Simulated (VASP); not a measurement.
Set up this calculation in VASP 6.6.1, as the native input.

| Quantity | Value |
| --- | --- |
| Task | electric field gradients |
| Functional | PBEsol |
| Potentials or basis | VASP PAW PBE potentials, release 64 (Rb_sv) |
| Cutoff | 520 eV |
| k mesh | 8 × 8 × 8 |
| Occupations | fermi-dirac, width 0.05 eV |
| Spin | no spin polarisation |
| Dipole correction | no |
| Further INCAR settings | ALGO = Normal; EDIFF = 1e-08; NBANDS = 10 |

The structure of Rb lies in POSCAR:

```
Rb
1.0
   -2.7966153145      2.7966153145      2.7966153145
    2.7966153145     -2.7966153145      2.7966153145
    2.7966153145      2.7966153145     -2.7966153145
Rb
1
Direct
    0.0000000000      0.0000000000      0.0000000000
```

The input as run:

INCAR

```
SYSTEM = Rb
ALGO = Normal
EDIFF = 1E-8
ENCUT = 520
GGA = PS
ISIF = 2
ISMEAR = -1
LASPH = .True.
LCHARG = .False.
LEFG = .True.
LREAL = .False.
LWAVE = .False.
NBANDS = 10
NELM = 60
PREC = Accurate
SIGMA = 0.05
```

KPOINTS

```
k-points
0
Gamma
  8 8 8
  0 0 0
```

Potentials or basis: VASP PAW PBE potentials, release 64 (Rb_sv).

The run is started by

```bash
$ cat potpaw_PBE.64/Rb_sv/POTCAR > POTCAR
$ mpirun -np 1 vasp_std > vasp.out
```

Results of the run:

| Quantity | Value |
| --- | --- |
| Pressure | 0.0 GPa |
| Band gap on the k mesh | zero (an odd number of electrons rules out a gap without spin polarisation) |
| Largest electric field gradient by atom | under 0.05 V/Å² on every atom |

Caveat: the PAW data sets were made with another functional, which shifts forces and pressure a little.

It took 35 s on 1 thread of Intel Xeon 8259CL, with other jobs on the host, peak memory 0.2 GiB.
